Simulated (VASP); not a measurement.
# Ba2NiMoC6 (Fm-3m) in VASP: single point with PBE

Aim: the single point of Ba2NiMoC6 with PBE.

All numbers are computed with VASP 6.6.1; they aren't measurements. Logs are shortened: lines on timing, memory, paths and dates and some standing lists are left out, and cuts for length are marked.

## Step 1: The cell of the first run

The structure is cubic, space group Fm-3m (No. 225). The conventional cell has a = 8.163 Å, b = 8.163 Å, c = 8.163 Å, α = 90.00°, β = 90.00°, γ = 90.00°. Within 2.6 Å of C (site symmetry 4mm) lie 1 Mo at 1.95 Å and 1 Ni at 2.13 Å. Within 3.8 Å of Ba (site symmetry -43m) lie 12 C at 2.89 Å and 4 Mo at 3.53 Å and 4 Ni at 3.53 Å. Within 2.6 Å of Mo (site symmetry m-3m) lie 6 C at 1.95 Å. Within 2.8 Å of Ni (site symmetry m-3m) lie 6 C at 2.13 Å.

## Step 2: Single point, PBE

POSCAR

```
Ba2NiMoC6
1.0
    0.0000000000      4.0814150000      4.0814150000
    4.0814150000      0.0000000000      4.0814150000
    4.0814150000      4.0814150000      0.0000000000
C Ba Mo Ni
6 2 1 1
Direct
    0.7386000000      0.2614000000      0.2614000000
    0.2614000000      0.7386000000      0.2614000000
    0.2614000000      0.7386000000      0.7386000000
    0.7386000000      0.2614000000      0.7386000000
    0.2614000000      0.2614000000      0.7386000000
    0.7386000000      0.7386000000      0.2614000000
    0.2500000000      0.2500000000      0.2500000000
    0.7500000000      0.7500000000      0.7500000000
    0.5000000000      0.5000000000      0.5000000000
    0.0000000000      0.0000000000      0.0000000000
```

INCAR.step1

```
SYSTEM = Ba2NiMoC6
ALGO = Normal
EDIFF = 1E-6
ENCUT = 520
GGA = PE
ISIF = 2
ISMEAR = -1
LASPH = .True.
LCHARG = .True.
LMAXMIX = 4
LREAL = .False.
LWAVE = .False.
NBANDS = 45
NELM = 60
PREC = Accurate
SIGMA = 0.1
```

KPOINTS.step1

```
k-points
0
Gamma
  7 7 7
  0 0 0
```

INCAR.step2

```
SYSTEM = Ba2NiMoC6
ALGO = Normal
EDIFF = 1E-6
ENCUT = 520
GGA = PE
ICHARG = 11
ISIF = 2
ISMEAR = -5
LASPH = .True.
LCHARG = .False.
LMAXMIX = 4
LORBIT = 11
LREAL = .False.
LWAVE = .False.
NBANDS = 45
NEDOS = 2001
NELM = 60
PREC = Accurate
SIGMA = 0.1
```

KPOINTS.step2

```
k-points
0
Gamma
  11 11 11
  0 0 0
```

Potentials or basis: VASP PAW PBE potentials, release 64 (C, Ba_sv, Mo_sv, Ni).

The run is started by

```sh
$ cat potpaw_PBE.64/C/POTCAR potpaw_PBE.64/Ba_sv/POTCAR potpaw_PBE.64/Mo_sv/POTCAR potpaw_PBE.64/Ni/POTCAR > POTCAR
$ cp INCAR.step1 INCAR
$ cp KPOINTS.step1 KPOINTS
$ mpirun -np 1 vasp_std > vasp.out
$ cp INCAR.step2 INCAR
$ cp KPOINTS.step2 KPOINTS
$ mpirun -np 1 vasp_std > vasp.out
```

OUTCAR:

```text
SYSTEM = Ba2NiMoC6
   EDIFF = 1E-6
   ENCUT = 520
   GGA = PE
   ICHARG = 11
   ISIF = 2
   ISMEAR = -5
   LASPH = .True.
   LORBIT = 11
   LREAL = .False.
   NELM = 60
   PREC = Accurate

 ion  position               nearest neighbor table
   1  0.739  0.261  0.261-   9 1.95  10 2.13   7 2.89   7 2.89   8 2.89   8 2.89
   2  0.261  0.739  0.261-   9 1.95  10 2.13   7 2.89   7 2.89   8 2.89   8 2.89
   3  0.261  0.739  0.739-   9 1.95  10 2.13   8 2.89   7 2.89   7 2.89   8 2.89
   4  0.739  0.261  0.739-   9 1.95  10 2.13   8 2.89   7 2.89   7 2.89   8 2.89
   5  0.261  0.261  0.739-   9 1.95  10 2.13   7 2.89   7 2.89   8 2.89   8 2.89
   6  0.739  0.739  0.261-   9 1.95  10 2.13   8 2.89   7 2.89   7 2.89   8 2.89
   7  0.250  0.250  0.250-   1 2.89   2 2.89   5 2.89   3 2.89   4 2.89   5 2.89   2 2.89   3 2.89
                             6 2.89   1 2.89   4 2.89   6 2.89   9 3.53  10 3.53  10 3.53   9 3.53
   8  0.750  0.750  0.750-   2 2.89   3 2.89   5 2.89   1 2.89   4 2.89   5 2.89   1 2.89   2 2.89
                             6 2.89   3 2.89   4 2.89   6 2.89   9 3.53   9 3.53   9 3.53   9 3.53
   9  0.500  0.500  0.500-   1 1.95   2 1.95   3 1.95   4 1.95   5 1.95   6 1.95   7 3.53   7 3.53
                             7 3.53   7 3.53   8 3.53   8 3.53   8 3.53   8 3.53
  10  0.000  0.000  0.000-   1 2.13   2 2.13   3 2.13   4 2.13   5 2.13   6 2.13   8 3.53   8 3.53
                             8 3.53   7 3.53   8 3.53   7 3.53   7 3.53   7 3.53

  LATTYP: Found a face centered cubic cell.
 ALAT       =     8.1628300000

  Lattice vectors:

 A1 = (   0.0000000000,   4.0814150000,   4.0814150000)
 A2 = (   4.0814150000,   0.0000000000,   4.0814150000)
 A3 = (   4.0814150000,   4.0814150000,   0.0000000000)

Analysis of symmetry for initial positions (statically):
=====================================================================
 Subroutine PRICEL returns:
 Original cell was already a primitive cell.

 Routine SETGRP: Setting up the symmetry group for a
 face centered cubic supercell.

 Subroutine GETGRP returns: Found 48 space group operations
 (whereof 48 operations were pure point group operations)
 out of a pool of 48 trial point group operations.

The static configuration has the point symmetry O_h .

Analysis of symmetry for dynamics (positions and initial velocities):
=====================================================================
 Subroutine PRICEL returns:
 Original cell was already a primitive cell.

 Routine SETGRP: Setting up the symmetry group for a
 face centered cubic supercell.

 Subroutine GETGRP returns: Found 48 space group operations
 (whereof 48 operations were pure point group operations)
 out of a pool of 48 trial point group operations.

The dynamic configuration has the point symmetry O_h .

 Subroutine INISYM returns: Found 48 space group operations
 (whereof 48 operations are pure point group operations),
 and found     1 'primitive' translations

----------------------------------------------------------------------------------------

                                     Primitive cell

  volume of cell :     135.9760

  direct lattice vectors                    reciprocal lattice vectors
     0.000000000  4.081415000  4.081415000    -0.122506533  0.122506533  0.122506533
     4.081415000  0.000000000  4.081415000     0.122506533 -0.122506533  0.122506533
     4.081415000  4.081415000  0.000000000     0.122506533  0.122506533 -0.122506533

  length of vectors
     5.771992447  5.771992447  5.771992447     0.212187539  0.212187539  0.212187539

  position of ions in fractional coordinates (direct lattice)
     0.738600000  0.261400000  0.261400000
     0.261400000  0.738600000  0.261400000
     0.261400000  0.738600000  0.738600000
     0.738600000  0.261400000  0.738600000
     0.261400000  0.261400000  0.738600000
     0.738600000  0.738600000  0.261400000
     0.250000000  0.250000000  0.250000000
     0.750000000  0.750000000  0.750000000
     0.500000000  0.500000000  0.500000000
     0.000000000  0.000000000  0.000000000

  ion indices of the primitive-cell ions
   primitive index   ion index
                 1           1
                 2           2
                 3           3
                 4           4
[... 30 lines left out ...]
 Subroutine IBZKPT returns following result:
 ===========================================

 Found     56 irreducible k-points:

 Following reciprocal coordinates:
            Coordinates               Weight
  0.000000  0.000000  0.000000      1.000000
  0.090909  0.000000  0.000000      8.000000
  0.181818  0.000000  0.000000      8.000000
  0.272727  0.000000  0.000000      8.000000
  0.363636  0.000000  0.000000      8.000000
  0.454545  0.000000  0.000000      8.000000
[... 16 lines left out ...]
 -0.272727  0.181818  0.000000     24.000000
 -0.181818  0.181818  0.000000     12.000000
 [... further k-points ...]
   k-points           NKPTS =     56   k-points in BZ     NKDIM =     56   number of bands    NBANDS=     45
   number of dos      NEDOS =   2001   number of ions     NIONS =     10
   total plane-waves  NPLWV = 110592
   dimension x,y,z NGX =    48 NGY =   48 NGZ =   48
   dimension x,y,z NGXF=    96 NGYF=   96 NGZF=   96
   ions per type =               6   2   1   1
   NGX,Y,Z   is equivalent  to a cutoff of  13.83, 13.83, 13.83 a.u.
   NGXF,Y,Z  is equivalent  to a cutoff of  27.65, 27.65, 27.65 a.u.
 SYSTEM =  Ba2NiMoC6
   PREC   = accura    normal or accurate (medium, high low for compatibility)
   ISTART =      0    job   : 0-new  1-cont  2-samecut
   ICHARG =     11    charge: 1-file 2-atom 10-const
   ISPIN  =      1    spin polarized calculation?
   LNONCOLLINEAR =      F non collinear calculations
   LSORBIT =      F    spin-orbit coupling
   LASPH  =      T    aspherical Exc in radial PAW
   ENCUT  =  520.0 eV  38.22 Ry    6.18 a.u.  10.73 10.73 10.73*2*pi/ulx,y,z
   NELM   =     60;   NELMIN=  2; NELMDL=  0     # of ELM steps
   EDIFF  = 0.1E-05   stopping-criterion for ELM
   LREAL  =      F    real-space projection
   EDIFFG = 0.1E-04   stopping-criterion for IOM
   NSW    =      0    number of steps for IOM
   IBRION =     -1    ionic relax: 0-MD 1-quasi-New 2-CG
   NFREE  =      0    steps in history (QN), initial steepest desc. (CG)
   ISIF   =      2    stress and relaxation
   ISYM   =      2    0-nonsym 1-usesym 2-fastsym
   POTIM  = 0.5000    time-step for ionic-motion
   TEBEG  =    0.0;   TEEND  =   0.0 temperature during run
   PSTRESS=    0.0 pullay stress
   NELECT =      68.0000    total number of electrons
   NUPDOWN=      -1.0000    fix difference up-down
   EMIN   =  10.00;   EMAX   =-10.00  energy-range for DOS
   EFERMI =   0.00;   METHOD = LEGACY
   ISMEAR =    -5;   SIGMA  =   0.10  broadening in eV -4-tet -1-fermi 0-gaus
   EFERMI_NEDOS =   21; number of points for ismear=-14 and -15
   IALGO  =     38    algorithm
   IMIX   =      4    mixing-type and parameters
     AMIX     =   0.40;   BMIX     =  1.00
     AMIX_MAG =   1.60;   BMIX_MAG =  1.00
  volume/ion in A,a.u.               =      13.60        91.76
  Fermi-wavevector in a.u.,A,eV,Ry     =   1.299442  2.455590 22.974126  1.688551
  Thomas-Fermi vector in A             =   2.430706
   LORBIT       =     11    0 simple, 1 ext, 2 COOP (PROOUT), +10 PAW based schemes
   GGA     = PE    functional components
   LHFCALC =     F    Hartree Fock is set to
   AEXX    =    0.0000 exact exchange contribution
   IVDW    =     0    specifies the selected vdW correction
   LEPSILON=     F    determine dielectric tensor
   LRPA    =     F    only Hartree local field effects (RPA)
 non-spin polarized calculation
 Fermi weights with tetrahedron method with Bloechl corrections
  energy-cutoff  :      520.00
  volume of cell :      135.98
 maximum number of plane-waves:      3695
 NGX is ok and might be reduce to    48

 number of electron      68.0000002 magnetization

 Free energy of the ion-electron system (eV)
  ---------------------------------------------------
  ext. energy  EPLUGINS =         0.00000000
  ---------------------------------------------------
  free energy    TOTEN  =       -59.56706844 eV

  energy without entropy =      -59.56706844  energy(sigma->0) =      -59.56706844

 E-fermi :   5.4421     XC(G=0): -11.3160

 val. band max:        5.4449217743   @ k =   0.2727   0.0909   0.0000
 cond. band min:       5.4119404225   @ k =   0.0000   0.0000   0.0000
 fundamental gap:     -0.0329813518
 Fermi energy:         5.4420616543

 k-point     1 :       0.0000    0.0000    0.0000
  band No.  band energies     occupation
      1     -55.5519      2.00000
      2     -29.8996      2.00000
      3     -29.8996      2.00000
      4     -29.8996      2.00000
      5     -20.6518      2.00000
      6     -20.4606      2.00000
[... 1141 lines left out ...]
     44       8.5707      0.00000
     45      10.7779      0.00000

 [... further k-points ...]

------------------------ aborting loop because EDIFF is reached ----------------------------------------

  FORCE on cell =-STRESS in cart. coord.  units (eV):
  Direction    XX          YY          ZZ          XY          YZ          ZX
  --------------------------------------------------------------------------------------
  -------------------------------------------------------------------------------------
  Total       12.9183581     12.9183581     12.9183581     -0.0000000     -0.0000000      0.0000000
  in kB      152.2143639    152.2143639    152.2143639     -0.0000000     -0.0000000      0.0000000
  external PRESSURE =     152.2143639 kB  Pullay stress =       0.0000000 kB

 VOLUME and BASIS-vectors are now :
 -----------------------------------------------------------------------------
  energy-cutoff  :      520.00
  volume of cell :      135.98
      direct lattice vectors                 reciprocal lattice vectors
     0.000000000  4.081415000  4.081415000    -0.122506533  0.122506533  0.122506533
     4.081415000  0.000000000  4.081415000     0.122506533 -0.122506533  0.122506533
     4.081415000  4.081415000  0.000000000     0.122506533  0.122506533 -0.122506533

 POSITION                                       TOTAL-FORCE (eV/Angst)
 -----------------------------------------------------------------------------------
      2.13376      4.08141      4.08141        -3.228939      0.000000     -0.000000
      4.08141      2.13376      4.08141         0.000000     -3.228939     -0.000000
      6.02907      4.08141      4.08141         3.228939      0.000000     -0.000000
      4.08141      6.02907      4.08141         0.000000      3.228939     -0.000000
      4.08141      4.08141      2.13376         0.000000      0.000000     -3.228939
      4.08141      4.08141      6.02907         0.000000      0.000000      3.228939
      2.04071      2.04071      2.04071         0.000000      0.000000     -0.000000
      6.12212      6.12212      6.12212         0.000000      0.000000     -0.000000
      4.08141      4.08141      4.08141         0.000000      0.000000      0.000000
      0.00000      0.00000      0.00000         0.000000      0.000000      0.000000
 -----------------------------------------------------------------------------------
    total drift:                                0.000000     -0.000000     -0.000000

  FREE ENERGIE OF THE ION-ELECTRON SYSTEM (eV)
  ---------------------------------------------------
  free  energy   TOTEN  =       -59.5670684417 eV

  energy  without entropy=      -59.5670684417  energy(sigma->0) =      -59.56706844

 total charge

# of ion       s       p       d       tot
------------------------------------------
    1        0.971   1.275   0.000   2.246
    2        0.971   1.275   0.000   2.246
    3        0.971   1.275   0.000   2.246
    4        0.971   1.275   0.000   2.246
    5        0.971   1.275   0.000   2.246
    6        0.971   1.275   0.000   2.246
    7        2.023   5.604   0.498   8.126
    8        2.023   5.604   0.498   8.126
    9        2.473   6.429   4.338  13.241
   10        0.444   0.592   8.201   9.237
--------------------------------------------------
tot         12.787  25.879  13.536  52.203
```

Run time: 14 min. Hardware: 1 thread of Intel Xeon 8259CL, shared host; peak memory 0.53 GiB.

What came out:

| Item | Value |
| --- | --- |
| Valence electrons inside the program's atomic spheres | C 2.25; Ba 8.13; Mo 13.24; Ni 9.24 |

Levels at points of the mesh, in eV from the Fermi level:
```
           k point  band 31  band 32  band 33  band 34  band 35  band 36  band 37  band 38
(0.00, 0.00, 0.00)    -0.13    -0.13    -0.03    -0.03    -0.03     1.76     1.76     1.76
```

Caveat: spin-orbit coupling is left out, which moves the levels of the heavy elements; tetrahedron occupations give inexact forces and stress in metals. Spin polarisation is off, so any magnetic state and its effect on volume and gap are missing.
